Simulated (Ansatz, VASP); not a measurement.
**Two plane-wave programs on Sr6Sn2NO**

INCAR

```
SYSTEM = Sr6Sn2NO
PREC = Accurate ; ENCUT = 520
EDIFF = 1E-6 ; ISMEAR = 0
SIGMA = 0.05 ; LREAL = .False.
LASPH = .True. ; NELM = 100
ALGO = Normal ; ISIF = 2
LWAVE = .False. ; LCHARG = .False.
NBANDS = 60
```

KPOINTS

```
Automatic mesh
0
Gamma
  4 4 4
  0 0 0
```

Contents of POSCAR:

```
Sr6Sn2NO
1.0
    0.0000000000      4.9428267163      4.9428267163
    4.9428267163      0.0000000000      4.9428267163
    4.9428267163      4.9428267163      0.0000000000
Sr Sn N O
6 2 1 1
Direct
    0.2479640000      0.7520360000      0.7520360000
    0.2479640000      0.7520360000      0.2479640000
    0.7520360000      0.2479640000      0.7520360000
    0.7520360000      0.7520360000      0.2479640000
    0.2479640000      0.2479640000      0.7520360000
    0.7520360000      0.2479640000      0.2479640000
    0.2500000000      0.2500000000      0.2500000000
    0.7500000000      0.7500000000      0.7500000000
    0.0000000000      0.0000000000      0.0000000000
    0.5000000000      0.5000000000      0.5000000000
```

Input for Ansatz:

```yaml
crystal:
  lattice:
    - [0.0, 4.9428267163, 4.9428267163]
    - [4.9428267163, 0.0, 4.9428267163]
    - [4.9428267163, 4.9428267163, 0.0]
  atoms:
    - { symbol: Sr, position: [0.247964, 0.752036, 0.752036] }
    - { symbol: Sr, position: [0.247964, 0.752036, 0.247964] }
    - { symbol: Sr, position: [0.752036, 0.247964, 0.752036] }
    - { symbol: Sr, position: [0.752036, 0.752036, 0.247964] }
    - { symbol: Sr, position: [0.247964, 0.247964, 0.752036] }
    - { symbol: Sr, position: [0.752036, 0.247964, 0.247964] }
    - { symbol: Sn, position: [0.25, 0.25, 0.25] }
    - { symbol: Sn, position: [0.75, 0.75, 0.75] }
    - { symbol: "N", position: [0.0, 0.0, 0.0] }
    - { symbol: O, position: [0.5, 0.5, 0.5] }
basis:
  ecutwfc: 420
  fft_grid_basis: typed
kpoints:
  mp_grid: { grid: [4, 4, 4] }
hamiltonian:
  xc: lda
  pseudopotentials: { kind: paw }
scf:
  occupations: { method: gaussian, width: 0.05 }
output:
  forces: true
  stress: true
  eigenvalues: true
  bader: true
  write_density: true
  volumetric_format: npy
  elf: true
```

Alike in both runs: task single point; functional LDA; k mesh 4 × 4 × 4; occupations gaussian, width 0.05 eV; no spin polarisation.

```csv
,VASP,Ansatz
version,VASP 6.6.1,Ansatz 0.2.0
potentials or method,"VASP PAW LDA potentials, release 64 (Sr_sv, Sn_d, N, O), cutoff 520 eV","scalar-relativistic, plane waves, PAW"
valence electrons in the cell,99,99
```

|  | VASP | Ansatz | Ansatz less VASP |
| --- | --- | --- | --- |
| gap on the k mesh at the Fermi level (eV) | none | none | - |
| pressure (GPa) | 5.1 | 4.6 | -0.44 |
| rms of the force components (eV/Å) | 0.101 | 0.091 | -0.0094 |

LDA's correlation is that of Perdew and Zunger in VASP and of Perdew and Wang (1992) in Ansatz. Atom by atom the forces differ by 0.009 eV/Å (rms over components). A gap of «none» marks a metal or a gap that the smearing closes.
